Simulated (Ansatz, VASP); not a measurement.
# Bi2Te3: VASP beside Ansatz

```
Bi Te
1.0
     2.22481    1.28449   10.64947
    -2.22481    1.28449   10.64947
     0.00000   -2.56899   10.64947
Bi Te
2 3
Direct
  0.39761 0.39761 0.39761
  0.60239 0.60239 0.60239
  0.00000 0.00000 0.00000
  0.21523 0.21523 0.21523
  0.78477 0.78477 0.78477
```

Alike in both runs: task single point; functional PBE; k mesh 8 × 8 × 8; occupations gaussian, width 0.05 eV; no spin polarisation.

|  | VASP | Ansatz |
| --- | --- | --- |
| version | VASP 6.6.1 | Ansatz 0.2.0 |
| potentials or method | VASP PAW PBE potentials, release 64 (Bi_d, Te), cutoff 520 eV | scalar-relativistic, plane waves, PAW |
| valence electrons in the cell | 48 | 78 |

VASP gave:

```
pressure (GPa)                     : 0.0
rms of the force components (eV/Å) : 0.003
```

Q: Estimate Ansatz's values.

A: Pressure (GPa): 0.0; rms of the force components (eV/Å): 0.001.

Atom by atom the forces differ by 0.004 eV/Å (rms over components). VASP's potentials hold 48 valence electrons a cell and Ansatz's 78, so a difference there can come from the potentials and not from the codes.

Neither program's run includes spin-orbit coupling.
